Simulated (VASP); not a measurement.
# NiO (Fm-3m) in VASP: a series of runs, part 2 of 2

VASP 6.6.1. The steps go on from the part before.

### Step 4. Single point, PBEsol+D4, collinear spin, ferromagnetic start

This run uses another cell than the first one, of 9.62 Å³/atom, 1.060 times its volume.

Input file INCAR:

```
ALGO     = Normal         # electronic algorithm
EDIFF    = 1E-6           # SCF threshold, eV
ENCUT    = 520            # plane-wave cutoff, eV
GGA      = PS             # functional
ISIF     = 2              # what is computed and relaxed
ISMEAR   = -1             # smearing method
ISPIN    = 2              # spin polarisation
IVDW     = 13             # dispersion correction
LASPH    = T              # aspherical terms in the spheres
LCHARG   = F              # write CHGCAR
LMAXMIX  = 4              # l up to which the mixer works
LORBIT   = 11             # projections on sites
LREAL    = F              # projectors in reciprocal space
LWAVE    = F              # write WAVECAR
MAGMOM   = 1 0            # initial moments
NBANDS   = 19             # bands
NELM     = 150            # most SCF steps
PREC     = Accurate       # precision mode
SIGMA    = 0.05           # smearing width, eV
```

Input file KPOINTS:

```
k-points
0
Gamma
  11 11 11
```

Input file POSCAR:

```
NiO
1.0
    0.0000000000      2.1268120599      2.1268120599
    2.1268120599      0.0000000000      2.1268120599
    2.1268120599      2.1268120599      0.0000000000
Ni O
1 1
Direct
    0.0000000000      0.0000000000      0.0000000000
    0.5000000000      0.5000000000      0.5000000000
```

Potentials or basis: VASP PAW PBE potentials, release 64 (Ni, O).

Started as:

```sh
$ cat potpaw_PBE.64/Ni/POTCAR potpaw_PBE.64/O/POTCAR > POTCAR
$ mpirun -np 1 vasp_std > vasp.out
```

OUTCAR:

```text
EDIFF = 1E-6
   ENCUT = 520
   GGA = PS
   ISIF = 2
   ISMEAR = -1
   ISPIN = 2
   IVDW = 13
   LASPH = T
   LORBIT = 11
   LREAL = F
   NELM = 150
   PREC = Accurate

 ion  position               nearest neighbor table
   1  0.000  0.000  0.000-   2 2.13   2 2.13   2 2.13   2 2.13   2 2.13   2 2.13
   2  0.500  0.500  0.500-   1 2.13   1 2.13   1 2.13   1 2.13   1 2.13   1 2.13

  LATTYP: Found a face centered cubic cell.
 ALAT       =     4.2536241198

  Lattice vectors:

 A1 = (   0.0000000000,   2.1268120599,   2.1268120599)
 A2 = (   2.1268120599,   0.0000000000,   2.1268120599)
 A3 = (   2.1268120599,   2.1268120599,   0.0000000000)

Analysis of symmetry for initial positions (statically):
=====================================================================
 Subroutine PRICEL returns:
 Original cell was already a primitive cell.

 Routine SETGRP: Setting up the symmetry group for a
 face centered cubic supercell.

 Subroutine GETGRP returns: Found 48 space group operations
 (whereof 48 operations were pure point group operations)
 out of a pool of 48 trial point group operations.

The static configuration has the point symmetry O_h .

Analysis of symmetry for dynamics (positions and initial velocities):
=====================================================================
 Subroutine PRICEL returns:
 Original cell was already a primitive cell.

 Routine SETGRP: Setting up the symmetry group for a
 face centered cubic supercell.

 Subroutine GETGRP returns: Found 48 space group operations
 (whereof 48 operations were pure point group operations)
 out of a pool of 48 trial point group operations.

The dynamic configuration has the point symmetry O_h .

Analysis of structural, dynamic, and magnetic symmetry:
=====================================================================
 Subroutine PRICEL returns:
 Original cell was already a primitive cell.

 Routine SETGRP: Setting up the symmetry group for a
 face centered cubic supercell.

 Subroutine GETGRP returns: Found 48 space group operations
 (whereof 48 operations were pure point group operations)
 out of a pool of 48 trial point group operations.

The overall configuration has the point symmetry O_h .

 Subroutine INISYM returns: Found 48 space group operations
 (whereof 48 operations are pure point group operations),
 and found     1 'primitive' translations

----------------------------------------------------------------------------------------

                                     Primitive cell

  volume of cell :      19.2405

  direct lattice vectors                    reciprocal lattice vectors
     0.000000000  2.126812060  2.126812060    -0.235093645  0.235093645  0.235093645
     2.126812060  0.000000000  2.126812060     0.235093645 -0.235093645  0.235093645
     2.126812060  2.126812060  0.000000000     0.235093645  0.235093645 -0.235093645

  length of vectors
     3.007766460  3.007766460  3.007766460     0.407194138  0.407194138  0.407194138

  position of ions in fractional coordinates (direct lattice)
     0.000000000  0.000000000  0.000000000
     0.500000000  0.500000000  0.500000000

  ion indices of the primitive-cell ions
   primitive index   ion index
                 1           1
                 2           2

[... 66 lines left out ...]
   LNONCOLLINEAR =      F non collinear calculations
   LSORBIT =      F    spin-orbit coupling
   LASPH  =      T    aspherical Exc in radial PAW
   ENCUT  =  520.0 eV  38.22 Ry    6.18 a.u.   5.59  5.59  5.59*2*pi/ulx,y,z
   NELM   =    150;   NELMIN=  2; NELMDL= -5     # of ELM steps
   EDIFF  = 0.1E-05   stopping-criterion for ELM
   LREAL  =      F    real-space projection
   EDIFFG = 0.1E-04   stopping-criterion for IOM
   NSW    =      0    number of steps for IOM
   IBRION =     -1    ionic relax: 0-MD 1-quasi-New 2-CG
   NFREE  =      0    steps in history (QN), initial steepest desc. (CG)
   ISIF   =      2    stress and relaxation
   ISYM   =      2    0-nonsym 1-usesym 2-fastsym
   POTIM  = 0.5000    time-step for ionic-motion
   TEBEG  =    0.0;   TEEND  =   0.0 temperature during run
   PSTRESS=    0.0 pullay stress
   NELECT =      16.0000    total number of electrons
   NUPDOWN=      -1.0000    fix difference up-down
   EMIN   =  10.00;   EMAX   =-10.00  energy-range for DOS
   EFERMI =   0.00;   METHOD = LEGACY
   ISMEAR =    -1;   SIGMA  =   0.05  broadening in eV -4-tet -1-fermi 0-gaus
   EFERMI_NEDOS =   21; number of points for ismear=-14 and -15
   IALGO  =     38    algorithm
   IMIX   =      4    mixing-type and parameters
     AMIX     =   0.40;   BMIX     =  1.00
     AMIX_MAG =   1.60;   BMIX_MAG =  1.00
  volume/ion in A,a.u.               =       9.62        64.92
  Fermi-wavevector in a.u.,A,eV,Ry     =   1.539486  2.909206 32.246036  2.370017
  Thomas-Fermi vector in A             =   2.645707
   LORBIT       =     11    0 simple, 1 ext, 2 COOP (PROOUT), +10 PAW based schemes
   GGA     = PS    functional components
   LHFCALC =     F    Hartree Fock is set to
   AEXX    =    0.0000 exact exchange contribution
   IVDW    =    13    specifies the selected vdW correction
   LEPSILON=     F    determine dielectric tensor
   LRPA    =     F    only Hartree local field effects (RPA)
 spin polarized calculation
  energy-cutoff  :      520.00
  volume of cell :       19.24
 maximum number of plane-waves:       532
   NGX = 11   NGY = 11   NGZ = 11

 number of electron      16.0000014 magnetization       1.5924611

 Free energy of the ion-electron system (eV)
  ---------------------------------------------------
  ext. energy  EPLUGINS =         0.00000000
  ---------------------------------------------------
  free energy    TOTEN  =       -12.30670206 eV

  energy without entropy =      -12.29311523  energy(sigma->0) =      -12.29990865

 E-fermi :   6.9124     XC(G=0): -12.6213

 val. band max:        6.9054593729   @ k =  -0.2727   0.0909   0.0000
 cond. band min:       6.9132226596   @ k =  -0.4545   0.0909   0.0000
 fundamental gap:      0.0077632867
 Fermi energy:         6.9124003883

 spin component 1

 k-point     1 :       0.0000    0.0000    0.0000
  band No.  band energies     occupation
      1     -12.9128      1.00000
      2       4.0985      1.00000
      3       4.0985      1.00000
      4       4.0985      1.00000
      5       4.1336      1.00000
      6       4.1336      1.00000
[... 517 lines left out ...]
     18      36.8615      0.00000
     19      37.8968      0.00000

 [... further k-points ...]

 spin component 2

 k-point     1 :       0.0000    0.0000    0.0000
  band No.  band energies     occupation
      1     -12.5136      1.00000
      2       4.5621      1.00000
      3       4.5621      1.00000
      4       4.5621      1.00000
      5       5.3669      1.00000
      6       5.3669      1.00000
[... 517 lines left out ...]
     18      37.2101      0.00000
     19      38.1227      0.00000

 [... further k-points ...]

------------------------ aborting loop because EDIFF is reached ----------------------------------------

  DFT-D4 for vdW energy calculation

  Edisp (eV):   -0.37910

  FORCE on cell =-STRESS in cart. coord.  units (eV):
  Direction    XX          YY          ZZ          XY          YZ          ZX
  --------------------------------------------------------------------------------------
  -------------------------------------------------------------------------------------
  Total      -2.18435    -2.18435    -2.18435    -0.00000    -0.00000     0.00000
  in kB    -181.89317  -181.89317  -181.89317    -0.00000    -0.00000     0.00000
  external pressure =     -181.89 kB  Pullay stress =        0.00 kB

 VOLUME and BASIS-vectors are now :
 -----------------------------------------------------------------------------
  energy-cutoff  :      520.00
  volume of cell :       19.24
      direct lattice vectors                 reciprocal lattice vectors
     0.000000000  2.126812060  2.126812060    -0.235093645  0.235093645  0.235093645
     2.126812060  0.000000000  2.126812060     0.235093645 -0.235093645  0.235093645
     2.126812060  2.126812060  0.000000000     0.235093645  0.235093645 -0.235093645

 POSITION                                       TOTAL-FORCE (eV/Angst)
 -----------------------------------------------------------------------------------
      0.00000      0.00000      0.00000        -0.000000     -0.000000     -0.000000
      2.12681      2.12681      2.12681         0.000000      0.000000      0.000000
 -----------------------------------------------------------------------------------
    total drift:                                0.000000     -0.000000     -0.000000

  FREE ENERGIE OF THE ION-ELECTRON SYSTEM (eV)
  ---------------------------------------------------
  free  energy   TOTEN  =       -12.6857987630 eV

  energy  without entropy=      -12.6722119288  energy(sigma->0) =      -12.67900535

 total charge

# of ion       s       p       d       tot
------------------------------------------
    1        0.317   0.366   8.237   8.920
    2        1.554   3.357   0.000   4.911
--------------------------------------------------
tot          1.871   3.723   8.237  13.832

 magnetization (x)

# of ion       s       p       d       tot
------------------------------------------
    1        0.010   0.013   1.289   1.313
    2        0.025   0.215   0.000   0.240
--------------------------------------------------
tot          0.035   0.228   1.289   1.552
```

Wall time 16 s (1 thread of Intel Xeon 6975P-C (Granite Rapids), shared host); peak memory 0.17 GiB.

What came out:

```yaml
Free_energy: -12.6858 eV
Pressure: -18.2 GPa
Net_moment: 1.59 μB per cell
Site_moments: Ni +1.31; O +0.24 μB
Valence_electrons_inside_the_program's_atomic_spheres: Ni 8.92; O 4.91
Dispersion_energy_per_atom: -0.190 eV
```

Levels at points of the mesh, in eV from the Fermi level:
Spin up:
```
           k point  band 7  band 8  band 9  band 10  band 11  band 12
(0.00, 0.00, 0.00)   -2.36   -2.36   -2.36     1.20    17.49    18.43
```
Spin down:
| k point | band 3 | band 4 | band 5 | band 6 | band 7 | band 8 | band 9 | band 10 | band 11 | band 12 |
| --- | --- | --- | --- | --- | --- | --- | --- | --- | --- | --- |
| (0.00, 0.00, 0.00) | -2.35 | -2.35 | -1.55 | -1.55 | -1.55 | -0.65 | -0.65 | 1.52 | 17.44 | 18.64 |

Caveat: the PAW data sets were made with another functional, which shifts forces and pressure a little; a cell with one magnetic atom can't hold antiferromagnetic order, which such compounds often take; semilocal functionals often make such compounds metallic where correlation or magnetic order opens a gap, which also shifts bond lengths; pairwise dispersion overbinds metals, which lowers pressure and volume.

### Step 5. Single point, revPBE, collinear spin, ferromagnetic start

This run uses another cell than the first one, of 9.62 Å³/atom, 1.060 times its volume.

Input file INCAR:

```
SYSTEM = NiO
  ALGO = Normal
  EDIFF = 1E-6
  ENCUT = 520
  GGA = RE
  ISIF = 2
  ISMEAR = -1
  ISPIN = 2
  LASPH = .TRUE.
  LCHARG = .FALSE.
  LMAXMIX = 4
  LORBIT = 11
  LREAL = .FALSE.
  LWAVE = .FALSE.
  MAGMOM = 1 0
  NBANDS = 19
  NELM = 150
  PREC = Accurate
  SIGMA = 0.05
```

Input file KPOINTS:

```
k-points
0
G
  11 11 11
  0 0 0
```

POSCAR is that of step 4.

Started as:

```sh
$ cat potpaw_PBE.64/Ni/POTCAR potpaw_PBE.64/O/POTCAR > POTCAR
$ mpirun -np 1 vasp_std > vasp.out
```

Run time: 18 s. Hardware: 1 thread of Intel Xeon 6975P-C (Granite Rapids), shared host; peak memory 0.17 GiB.

The run converged. Its results:

| Property | Result |
| --- | --- |
| Free energy | -10.7581 eV |
| Pressure | 0.2 GPa |
| Net moment | 1.88 μB per cell |
| Site moments | Ni +1.54; O +0.29 μB |
| Valence electrons inside the program's atomic spheres | Ni 8.87; O 4.97 |

Levels at points of the mesh, in eV from the Fermi level:
Spin up:
| k point | band 6 | band 7 | band 8 | band 9 | band 10 | band 11 | band 12 | band 13 |
| --- | --- | --- | --- | --- | --- | --- | --- | --- |
| (0.00, 0.00, 0.00) | -2.71 | -2.60 | -2.60 | -2.60 | 1.31 | 17.76 | 18.57 | 18.57 |
Spin down:
| k point | band 4 | band 5 | band 6 | band 7 | band 8 | band 9 | band 10 | band 11 |
| --- | --- | --- | --- | --- | --- | --- | --- | --- |
| (0.00, 0.00, 0.00) | -2.15 | -1.73 | -1.73 | -1.73 | -0.38 | -0.38 | 1.68 | 17.66 |

Caveat: the PAW data sets were made with another functional, which shifts forces and pressure a little; a cell with one magnetic atom can't hold antiferromagnetic order, which such compounds often take; semilocal functionals often make such compounds metallic where correlation or magnetic order opens a gap, which also shifts bond lengths.

### Step 6. Summary

```csv
level,potentials or basis,spin,cell,gap on the mesh (eV),pressure (GPa),moment (μB)
PBEsol,"VASP PAW PBE potentials, release 64 (Ni, O)",off,"a = 2.950 Å, angles 60.0°, 2 atoms",none,-11.6,-
LDA,"VASP PAW LDA potentials, release 64 (Ni, O)","collinear, ferromagnetic start","a = 2.950 Å, angles 60.0°, 2 atoms",none,-19.6,0.24
PBEsol+D4,"VASP PAW PBE potentials, release 64 (Ni, O)","collinear, ferromagnetic start","a = 3.008 Å, angles 60.0°, 2 atoms",none,-18.2,1.59
revPBE,"VASP PAW PBE potentials, release 64 (Ni, O)","collinear, ferromagnetic start","a = 3.008 Å, angles 60.0°, 2 atoms",none,0.2,1.88
```

Alike in all rows: task single point; k mesh 11 × 11 × 11; cutoff (eV) 520; smearing fermi-dirac 0.05 eV.

Caveats: semilocal functionals often make such compounds metallic where correlation or magnetic order opens a gap, which also shifts bond lengths; the PAW data sets were made with another functional, which shifts forces and pressure a little (some runs); a cell with one magnetic atom can't hold antiferromagnetic order, which such compounds often take (some runs); pairwise dispersion overbinds metals, which lowers pressure and volume (some runs).

Absolute energies hang on the potentials; compare differences alone.

### Step 7. Against experiment

Step 5. A measured gap of NiO is 4.3 eV (quoted in “Local correlations, non-local screening, multiplets, and band formation in NiO”, 2012, arxiv:1210.6675); the calculated 0.00 eV misses it by -4.30 eV. So large a miss can be the level of theory's own, or it may mean another phase, state or a wrong row. The value is that of revPBE on a finite k mesh, which can miss the band edges, without temperature or zero-point motion. Semilocal functionals fall short of measured gaps as a rule. The run's magnetic order (collinear spin, ferromagnetic start) needn't be the measured crystal's.
